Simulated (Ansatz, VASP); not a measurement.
**CoO: VASP beside Ansatz**

File INCAR:

```
SYSTEM = CoO
PREC = Accurate
ENCUT = 520
EDIFF = 1E-7
ISMEAR = 0
SIGMA = 0.05
LREAL = .False.
LASPH = .True.
NELM = 150
ALGO = Normal
ISIF = 2
LWAVE = .False.
LCHARG = .False.
ISPIN = 2
MAGMOM = 0 2
LORBIT = 11
LMAXMIX = 4
NBANDS = 18
```

KPOINTS

```
regular mesh
0
Gamma
  11 11 11
  0 0 0
```

The input POSCAR:

```
CoO
1.0
    1.5054695450      0.8691832471      2.4399269067
   -1.5054695450      0.8691832471      2.4399269067
    0.0000000000     -1.7383664941      2.4399269067
O Co
1 1
Direct
    0.5000000000      0.5000000001      0.5000000000
    0.0000000000      0.0000000000      0.0000000000
```

input.yaml

```yaml
crystal:
  lattice:
    - [1.505469545, 0.8691832471, 2.4399269067]
    - [-1.505469545, 0.8691832471, 2.4399269067]
    - [0.0, -1.7383664941, 2.4399269067]
  atoms:
    - { symbol: O, position: [0.5, 0.5000000001, 0.5] }
    - { symbol: Co, position: [0.0, 0.0, 0.0], spin: 2.0 }
kpoints:
  mp_grid: { grid: [11, 11, 11] }
scf:
  occupations: { method: gaussian, width: 0.05 }
hamiltonian:
  xc: lda
  pseudopotentials: { kind: all_electron, lapw: { basis_error: 0.001 } }
magnetization:
  spin_polarized: true
output:
  forces: true
  stress: true
  eigenvalues: true
```

Alike in both runs: task single point; functional LDA; k mesh 11 × 11 × 11; occupations gaussian, width 0.05 eV; collinear spin.

|  | VASP | Ansatz |
| --- | --- | --- |
| version | VASP 6.6.1 | Ansatz 0.2.0 |
| potentials or method | VASP PAW LDA potentials, release 64 (O, Co), cutoff 520 eV | all-electron LAPW, scalar-relativistic |

VASP gave:

- gap on the k mesh at the Fermi level (eV): none
- pressure (GPa): -18.9
- traceless stress, the component that is largest in VASP (GPa): -0.13
- net moment per atom (μB): 1.39
- size of the moment on the site where the two differ most (μB): 2.42

Problem. Estimate Ansatz's values.

Solution. gap on the k mesh at the Fermi level (eV): none; pressure (GPa): -18.2; traceless stress, the component that is largest in VASP (GPa): -0.18; net moment per atom (μB): 1.42; size of the moment on the site where the two differ most (μB): 2.49.

LDA's correlation is that of Perdew and Zunger in VASP and of Perdew and Wang (1992) in Ansatz. Site moments also hang on the region over which each program counts them. A gap of «none» marks a metal or a gap that the smearing closes. Ansatz ran all-electron here, and VASP with PAW potentials.
